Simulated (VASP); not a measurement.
# BaTiO3 (P4mm) in VASP: a series of runs

BaTiO3 is run at these levels: PBEsol, PBE+D4, r2SCAN; tasks: single point.

Program: VASP 6.6.1. These are calculated values, not measurements. Logs are shortened: lines on timing, memory, paths and dates and some standing lists are left out, and cuts for length are marked.

## Step 1: The cell of the first run

The structure is tetragonal, space group P4mm (No. 99). The conventional cell has a = 3.952 Å, b = 3.952 Å, c = 4.061 Å, α = 90.00°, β = 90.00°, γ = 90.00°. Within 3.7 Å of Ba (site symmetry 4mm) lie 12 O at 2.77 to 2.90 Å and 8 Ti at 3.42 to 3.49 Å. Within 2.4 Å of Ti (site symmetry 4mm) lie 6 O at 1.83 to 2.23 Å. O (site symmetry 4mm) has 2 Ti at 1.83 to 2.23 Å within 2.4 Å. Within 2.6 Å of O (site symmetry 2mm) lie 2 Ti at 1.98 Å.

## Step 2: Single point, PBEsol

INCAR

```
  PREC = Accurate
  ENCUT = 520
  EDIFF = 1E-6
  ISMEAR = 0
  SIGMA = 0.01
  LREAL = F
  LASPH = T
  NELM = 60
  ALGO = Normal
  ISIF = 2
  LWAVE = F
  LCHARG = F
  GGA = PS
  NBANDS = 28
```

KPOINTS

```
regular mesh
0
Gamma
  4 4 4
```

POSCAR

```
BaTiO3
1.0
    3.9520377140      0.0000000000      0.0000000000
    0.0000000000      3.9520377140      0.0000000000
    0.0000000000      0.0000000000      4.0609012509
Ba Ti O
1 1 3
Direct
    0.0000000000      0.0000000000     -0.0035538133
    0.5000000000      0.5000000000      0.4802960473
    0.5000000000      0.5000000000      0.0295003494
    0.5000000000      0.0000000000      0.5183787083
    0.0000000000      0.5000000000      0.5183787083
```

Potentials or basis: VASP PAW PBE potentials, release 64 (Ba_sv, Ti_sv, O).

Run with:

```bash
cat potpaw_PBE.64/Ba_sv/POTCAR potpaw_PBE.64/Ti_sv/POTCAR potpaw_PBE.64/O/POTCAR > POTCAR
mpirun -np 1 vasp_std > vasp.out
```

OUTCAR:

```text
PREC = Accurate
   ENCUT = 520
   EDIFF = 1E-6
   ISMEAR = 0
   LREAL = F
   LASPH = T
   NELM = 60
   ISIF = 2
   GGA = PS

 ion  position               nearest neighbor table
   1  0.000  0.000  0.996-   4 2.77   5 2.77   5 2.77   4 2.77   3 2.80   3 2.80   3 2.80   3 2.80
                             4 2.90   5 2.90   5 2.90   4 2.90   2 3.42   2 3.42   2 3.42   2 3.42
   2  0.500  0.500  0.480-   3 1.83   4 1.98   5 1.98   4 1.98   5 1.98   3 2.23   1 3.42   1 3.42
                             1 3.42   1 3.42   1 3.49   1 3.49   1 3.49   1 3.49
   3  0.500  0.500  0.030-   2 1.83   2 2.23   1 2.80   1 2.80   1 2.80   1 2.80
   4  0.500  0.000  0.518-   2 1.98   2 1.98   1 2.77   1 2.77   1 2.90   1 2.90
   5  0.000  0.500  0.518-   2 1.98   2 1.98   1 2.77   1 2.77   1 2.90   1 2.90

  LATTYP: Found a simple tetragonal cell.
 ALAT       =     3.9520377140
 C/A-ratio  =     1.0275461786

  Lattice vectors:

 A1 = (   3.9520377140,   0.0000000000,   0.0000000000)
 A2 = (   0.0000000000,   3.9520377140,   0.0000000000)
 A3 = (   0.0000000000,   0.0000000000,   4.0609012509)

Analysis of symmetry for initial positions (statically):
=====================================================================
 Subroutine PRICEL returns:
 Original cell was already a primitive cell.

 Routine SETGRP: Setting up the symmetry group for a
 simple tetragonal supercell.

 Subroutine GETGRP returns: Found  8 space group operations
 (whereof  8 operations were pure point group operations)
 out of a pool of 16 trial point group operations.

The static configuration has the point symmetry C_4v.

Analysis of symmetry for dynamics (positions and initial velocities):
=====================================================================
 Subroutine PRICEL returns:
 Original cell was already a primitive cell.

 Routine SETGRP: Setting up the symmetry group for a
 simple tetragonal supercell.

 Subroutine GETGRP returns: Found  8 space group operations
 (whereof  8 operations were pure point group operations)
 out of a pool of 16 trial point group operations.

The dynamic configuration has the point symmetry C_4v.

 Subroutine INISYM returns: Found  8 space group operations
 (whereof  8 operations are pure point group operations),
 and found     1 'primitive' translations

----------------------------------------------------------------------------------------

                                     Primitive cell

  volume of cell :      63.4256

  direct lattice vectors                    reciprocal lattice vectors
     3.952037714  0.000000000  0.000000000     0.253034023  0.000000000  0.000000000
     0.000000000  3.952037714  0.000000000     0.000000000  0.253034023  0.000000000
     0.000000000  0.000000000  4.060901251     0.000000000  0.000000000  0.246250755

  length of vectors
     3.952037714  3.952037714  4.060901251     0.253034023  0.253034023  0.246250755

  position of ions in fractional coordinates (direct lattice)
     0.000000000  0.000000000  0.996446187
     0.500000000  0.500000000  0.480296047
     0.500000000  0.500000000  0.029500349
     0.500000000  0.000000000  0.518378708
     0.000000000  0.500000000  0.518378708

  ion indices of the primitive-cell ions
   primitive index   ion index
                 1           1
                 2           2
                 3           3
                 4           4
                 5           5

----------------------------------------------------------------------------------------

 KPOINTS: regular mesh

Automatic generation of k-mesh.
 Grid dimensions read from file:
 generate k-points for:    4    4    4

 Generating k-lattice:

  Cartesian coordinates                     Fractional coordinates (reciprocal lattice)
     0.063258506  0.000000000  0.000000000     0.250000000  0.000000000  0.000000000
     0.000000000  0.063258506  0.000000000     0.000000000  0.250000000  0.000000000
     0.000000000  0.000000000  0.061562689     0.000000000  0.000000000  0.250000000

  Length of vectors
     0.063258506  0.063258506  0.061562689

  Shift w.r.t. Gamma in fractional coordinates (k-lattice)
     0.000000000  0.000000000  0.000000000

 Subroutine IBZKPT returns following result:
 ===========================================

 Found     18 irreducible k-points:

 Following reciprocal coordinates:
            Coordinates               Weight
  0.000000  0.000000  0.000000      1.000000
  0.250000  0.000000  0.000000      4.000000
  0.500000  0.000000  0.000000      2.000000
  0.250000  0.250000  0.000000      4.000000
  0.500000  0.250000  0.000000      4.000000
  0.500000  0.500000  0.000000      1.000000
[... 10 lines left out ...]
  0.500000  0.250000  0.500000      4.000000
  0.500000  0.500000  0.500000      1.000000
   k-points           NKPTS =     18   k-points in BZ     NKDIM =     18   number of bands    NBANDS=     28
   number of dos      NEDOS =    301   number of ions     NIONS =      5
   total plane-waves  NPLWV =  27000
   dimension x,y,z NGX =    30 NGY =   30 NGZ =   30
   dimension x,y,z NGXF=    60 NGYF=   60 NGZF=   60
   ions per type =               1   1   3
   NGX,Y,Z   is equivalent  to a cutoff of  12.62, 12.62, 12.28 a.u.
   NGXF,Y,Z  is equivalent  to a cutoff of  25.24, 25.24, 24.56 a.u.
 SYSTEM =  unknown system
   PREC   = accura    normal or accurate (medium, high low for compatibility)
   ISTART =      0    job   : 0-new  1-cont  2-samecut
   ICHARG =      2    charge: 1-file 2-atom 10-const
   ISPIN  =      1    spin polarized calculation?
   LNONCOLLINEAR =      F non collinear calculations
   LSORBIT =      F    spin-orbit coupling
   LASPH  =      T    aspherical Exc in radial PAW
   ENCUT  =  520.0 eV  38.22 Ry    6.18 a.u.   7.35  7.35  7.55*2*pi/ulx,y,z
   NELM   =     60;   NELMIN=  2; NELMDL= -5     # of ELM steps
   EDIFF  = 0.1E-05   stopping-criterion for ELM
   LREAL  =      F    real-space projection
   EDIFFG = 0.1E-04   stopping-criterion for IOM
   NSW    =      0    number of steps for IOM
   IBRION =     -1    ionic relax: 0-MD 1-quasi-New 2-CG
   NFREE  =      0    steps in history (QN), initial steepest desc. (CG)
   ISIF   =      2    stress and relaxation
   ISYM   =      2    0-nonsym 1-usesym 2-fastsym
   POTIM  = 0.5000    time-step for ionic-motion
   TEBEG  =    0.0;   TEEND  =   0.0 temperature during run
   PSTRESS=    0.0 pullay stress
   NELECT =      40.0000    total number of electrons
   NUPDOWN=      -1.0000    fix difference up-down
   EMIN   =  10.00;   EMAX   =-10.00  energy-range for DOS
   EFERMI =   0.00;   METHOD = LEGACY
   ISMEAR =     0;   SIGMA  =   0.01  broadening in eV -4-tet -1-fermi 0-gaus
   EFERMI_NEDOS =   21; number of points for ismear=-14 and -15
   IALGO  =     38    algorithm
   IMIX   =      4    mixing-type and parameters
     AMIX     =   0.40;   BMIX     =  1.00
     AMIX_MAG =   1.60;   BMIX_MAG =  1.00
  volume/ion in A,a.u.               =      12.69        85.60
  Fermi-wavevector in a.u.,A,eV,Ry     =   1.403912  2.653009 26.816670  1.970970
  Thomas-Fermi vector in A             =   2.526527
   LORBIT       =      0    0 simple, 1 ext, 2 COOP (PROOUT), +10 PAW based schemes
   GGA     = PS    functional components
   LHFCALC =     F    Hartree Fock is set to
   AEXX    =    0.0000 exact exchange contribution
   IVDW    =     0    specifies the selected vdW correction
   LEPSILON=     F    determine dielectric tensor
   LRPA    =     F    only Hartree local field effects (RPA)
 non-spin polarized calculation
 Gauss-broadening in eV      SIGMA  =   0.01
  energy-cutoff  :      520.00
  volume of cell :       63.43
 maximum number of plane-waves:      1743
 NGX is ok and might be reduce to    30
   NGX = 15   NGY = 15   NGZ = 15

 number of electron      39.9999988 magnetization

 Free energy of the ion-electron system (eV)
  ---------------------------------------------------
  ext. energy  EPLUGINS =         0.00000000
  ---------------------------------------------------
  free energy    TOTEN  =       -41.99140093 eV

  energy without entropy =      -41.99140093  energy(sigma->0) =      -41.99140093

 E-fermi :   3.9772     XC(G=0): -11.5620

 val. band max:        3.8944379921   @ k =   0.5000   0.5000   0.5000
 cond. band min:       5.6781165836   @ k =   0.0000   0.0000   0.0000
 fundamental gap:      1.7836785915
 Fermi energy:         3.9772175848

 k-point     1 :       0.0000    0.0000    0.0000
  band No.  band energies     occupation
      1     -52.3477      2.00000
      2     -28.7651      2.00000
      3     -28.6828      2.00000
      4     -28.6828      2.00000
      5     -20.9919      2.00000
      6     -13.0607      2.00000
[... 20 lines left out ...]
     27       8.8563      0.00000
     28      11.0265      0.00000

 k-point     2 :       0.2500    0.0000    0.0000
  band No.  band energies     occupation
      1     -52.3471      2.00000
      2     -28.7638      2.00000
      3     -28.7148      2.00000
      4     -28.6816      2.00000
      5     -20.9234      2.00000
      6     -13.1513      2.00000
[... 20 lines left out ...]
     27       9.9540      0.00000
     28      12.1287      0.00000

 k-point     3 :       0.5000    0.0000    0.0000
  band No.  band energies     occupation
      1     -52.3464      2.00000
      2     -28.7624      2.00000
      3     -28.7465      2.00000
      4     -28.6803      2.00000
      5     -20.8526      2.00000
      6     -13.3315      2.00000
[... 20 lines left out ...]
     27      11.3912      0.00000
     28      11.9567      0.00000

 k-point     4 :       0.2500    0.2500    0.0000
  band No.  band energies     occupation
      1     -52.3464      2.00000
      2     -28.7625      2.00000
      3     -28.7136      2.00000
      4     -28.7126      2.00000
      5     -20.8670      2.00000
      6     -13.0525      2.00000
[... 20 lines left out ...]
     27      10.8636      0.00000
     28      12.3581      0.00000

 k-point     5 :       0.5000    0.2500    0.0000
  band No.  band energies     occupation
      1     -52.3458      2.00000
      2     -28.7612      2.00000
      3     -28.7444      2.00000
      4     -28.7114      2.00000
      5     -20.8091      2.00000
      6     -13.0632      2.00000
[... 20 lines left out ...]
     27      12.3933      0.00000
     28      12.4743      0.00000

 k-point     6 :       0.5000    0.5000    0.0000
  band No.  band energies     occupation
      1     -52.3451      2.00000
      2     -28.7599      2.00000
      3     -28.7422      2.00000
      4     -28.7422      2.00000
      5     -20.7645      2.00000
      6     -12.7499      2.00000
[... 277 lines left out ...]
      5     -20.7848      2.00000
      6     -12.6909      2.00000
[... 20 lines left out ...]
     27      11.8455      0.00000
     28      13.6903      0.00000

 k-point    16 :       0.2500    0.2500    0.5000
  band No.  band energies     occupation
      1     -52.3455      2.00000
      2     -28.8081      2.00000
      3     -28.7110      2.00000
      4     -28.7105      2.00000
      5     -20.7888      2.00000
      6     -12.7433      2.00000
[... 20 lines left out ...]
     27      11.9289      0.00000
     28      12.0887      0.00000

 k-point    17 :       0.5000    0.2500    0.5000
  band No.  band energies     occupation
      1     -52.3449      2.00000
      2     -28.8062      2.00000
      3     -28.7414      2.00000
      4     -28.7094      2.00000
      5     -20.7453      2.00000
      6     -12.4073      2.00000
[... 20 lines left out ...]
     27      11.8076      0.00000
     28      12.2942      0.00000

 k-point    18 :       0.5000    0.5000    0.5000
  band No.  band energies     occupation
      1     -52.3442      2.00000
      2     -28.8045      2.00000
      3     -28.7398      2.00000
      4     -28.7398      2.00000
      5     -20.7051      2.00000
      6     -12.2585      2.00000
[... 20 lines left out ...]
     27      11.8012      0.00000
     28      11.9204      0.00000

------------------------ aborting loop because EDIFF is reached ----------------------------------------

  FORCE on cell =-STRESS in cart. coord.  units (eV):
  Direction    XX          YY          ZZ          XY          YZ          ZX
  --------------------------------------------------------------------------------------
  -------------------------------------------------------------------------------------
  Total        0.7498623      0.7498623      0.7742003      0.0000000      0.0000000      0.0000000
  in kB       18.9420739     18.9420739     19.5568695      0.0000000      0.0000000      0.0000000
  external PRESSURE =      19.1470058 kB  Pullay stress =       0.0000000 kB

 VOLUME and BASIS-vectors are now :
 -----------------------------------------------------------------------------
  energy-cutoff  :      520.00
  volume of cell :       63.43
      direct lattice vectors                 reciprocal lattice vectors
     3.952037714  0.000000000  0.000000000     0.253034023  0.000000000  0.000000000
     0.000000000  3.952037714  0.000000000     0.000000000  0.253034023  0.000000000
     0.000000000  0.000000000  4.060901251     0.000000000  0.000000000  0.246250755

 POSITION                                       TOTAL-FORCE (eV/Angst)
 -----------------------------------------------------------------------------------
      0.00000      0.00000      4.04647        -0.000000     -0.000000      0.038993
      1.97602      1.97602      1.95043        -0.000000      0.000000      0.058614
      1.97602      1.97602      0.11980        -0.000000      0.000000     -0.054715
      1.97602      0.00000      2.10508        -0.000000     -0.000000     -0.021446
      0.00000      1.97602      2.10508         0.000000     -0.000000     -0.021446
 -----------------------------------------------------------------------------------
    total drift:                                0.000000      0.000000      0.000218

  FREE ENERGIE OF THE ION-ELECTRON SYSTEM (eV)
  ---------------------------------------------------
  free  energy   TOTEN  =       -41.9914009300 eV

  energy  without entropy=      -41.9914009300  energy(sigma->0) =      -41.99140093
```

It took 82 s on 1 thread of AMD EPYC 7R13, shared host; peak memory 0.16 GiB.

What came out:

```
Free energy            : -41.9914 eV
Pressure               : 1.9 GPa
Largest force          : 0.059 eV/Å
Band gap on the k mesh : 1.78 eV, indirect (least direct gap 2.23 eV)
```

Forces in eV/Å, atoms in the order of the input:
```
Ba   0.000  0.000  0.039
Ti   0.000  0.000  0.059
O    0.000  0.000 -0.055
O    0.000  0.000 -0.021
O    0.000  0.000 -0.021
```

Caveat: the PAW data sets were made with another functional, which shifts forces and pressure a little; spin-orbit coupling is left out, which moves the levels of the heavy elements.

## Step 3: Single point, PBE+D4

This run uses another cell than the first one, of 13.04 Å³/atom, 1.028 times its volume.

INCAR

```
ALGO = Normal ; EDIFF = 1E-6
ENCUT = 520 ; GGA = PE
ISIF = 2 ; ISMEAR = 0
IVDW = 13 ; LASPH = T
LCHARG = T ; LELF = T
LREAL = F ; LVHAR = T
LWAVE = F ; NBANDS = 28
NELM = 80 ; PREC = Accurate
SIGMA = 0.01
```

KPOINTS

```
k-points
0
Gamma
  4 4 4
```

POSCAR

```
BaTiO3
1.0
    3.9697601042      0.0000000000      0.0000000000
    0.0000000000      3.9697601042      0.0000000000
    0.0000000000      0.0000000000      4.1358027034
Ba Ti O
1 1 3
Direct
    0.0000000000      0.0000000000     -0.0076253063
    0.5000000000      0.5000000000      0.4753615927
    0.5000000000      0.5000000000      0.0356066942
    0.5000000000      0.0000000000      0.5198285097
    0.0000000000      0.5000000000      0.5198285097
```

Potentials or basis: VASP PAW PBE potentials, release 64 (Ba_sv, Ti_sv, O).

Run with:

```bash
cat potpaw_PBE.64/Ba_sv/POTCAR potpaw_PBE.64/Ti_sv/POTCAR potpaw_PBE.64/O/POTCAR > POTCAR
mpirun -np 1 vasp_std > vasp.out
```

OUTCAR:

```text
EDIFF = 1E-6
   ENCUT = 520
   GGA = PE
   ISIF = 2
   ISMEAR = 0
   IVDW = 13
   LASPH = T
   LREAL = F
   NELM = 80
   PREC = Accurate

 ion  position               nearest neighbor table
   1  0.000  0.000  0.992-   4 2.79   5 2.79   5 2.79   4 2.79   3 2.81   3 2.81   3 2.81   3 2.81
                             4 2.95   5 2.95   5 2.95   4 2.95   2 3.45   2 3.45   2 3.45   2 3.45
[... 762 lines left out ...]
  Direction    XX          YY          ZZ          XY          YZ          ZX
  --------------------------------------------------------------------------------------
  -------------------------------------------------------------------------------------
  Total       0.68189     0.68189     0.71588     0.00000     0.00000     0.00000
  in kB      16.76251    16.76251    17.59800     0.00000     0.00000     0.00000
  external pressure =       17.04 kB  Pullay stress =        0.00 kB

 VOLUME and BASIS-vectors are now :
 -----------------------------------------------------------------------------
  energy-cutoff  :      520.00
  volume of cell :       65.18
      direct lattice vectors                 reciprocal lattice vectors
     3.969760104  0.000000000  0.000000000     0.251904391  0.000000000  0.000000000
     0.000000000  3.969760104  0.000000000     0.000000000  0.251904391  0.000000000
     0.000000000  0.000000000  4.135802703     0.000000000  0.000000000  0.241791031

 POSITION                                       TOTAL-FORCE (eV/Angst)
 -----------------------------------------------------------------------------------
      0.00000      0.00000      4.10427        -0.000000     -0.000000      0.045689
      1.98488      1.98488      1.96600         0.000000     -0.000000      0.076639
      1.98488      1.98488      0.14726         0.000000      0.000000     -0.076603
      1.98488      0.00000      2.14991         0.000000     -0.000000     -0.022862
      0.00000      1.98488      2.14991         0.000000     -0.000000     -0.022862
 -----------------------------------------------------------------------------------
    total drift:                                0.000000      0.000000      0.000119

  FREE ENERGIE OF THE ION-ELECTRON SYSTEM (eV)
  ---------------------------------------------------
  free  energy   TOTEN  =       -41.0749769334 eV

  energy  without entropy=      -41.0749769334  energy(sigma->0) =      -41.07497693
```

It took 93 s on 1 thread of AMD EPYC 7R13, shared host; peak memory 0.16 GiB.

What came out:

- Free energy: -41.0750 eV
- Pressure: 1.7 GPa
- Largest force: 0.077 eV/Å
- Band gap on the k mesh: 1.81 eV, indirect (least direct gap 2.33 eV)
- Dispersion energy per atom: -0.213 eV

Forces in eV/Å, atoms in the order of the input:
```
Ba   0.000  0.000  0.046
Ti   0.000  0.000  0.077
O    0.000  0.000 -0.077
O    0.000  0.000 -0.023
O    0.000  0.000 -0.023
```

Levels at points of the mesh, in eV from the valence-band top:
```tsv
k point	band 17	band 18	band 19	band 20	band 21	band 22	band 23	band 24
(0.00, 0.00, 0.00)	-1.31	-0.78	-0.52	-0.52	1.81	2.38	2.38	4.09
(0.50, 0.00, 0.00)	-1.96	-1.73	-1.46	-1.22	2.47	3.50	3.60	4.16
(0.50, 0.50, 0.00)	-1.96	-1.12	-1.12	-0.07	3.63	3.63	3.98	4.32
(0.00, 0.00, 0.50)	-2.06	-2.03	-0.73	-0.73	1.95	3.52	3.52	4.09
(0.50, 0.00, 0.50)	-1.82	-1.11	-1.05	-0.44	3.53	3.55	3.82	4.89
(0.50, 0.50, 0.50)	-2.58	-0.37	-0.37	0.00	4.07	4.07	4.16	6.15
```

Caveat: spin-orbit coupling is left out, which moves the levels of the heavy elements. Expect the measured gap to be larger: semilocal functionals such as PBE lack the derivative discontinuity.

(Continued in part 2 of 2.)
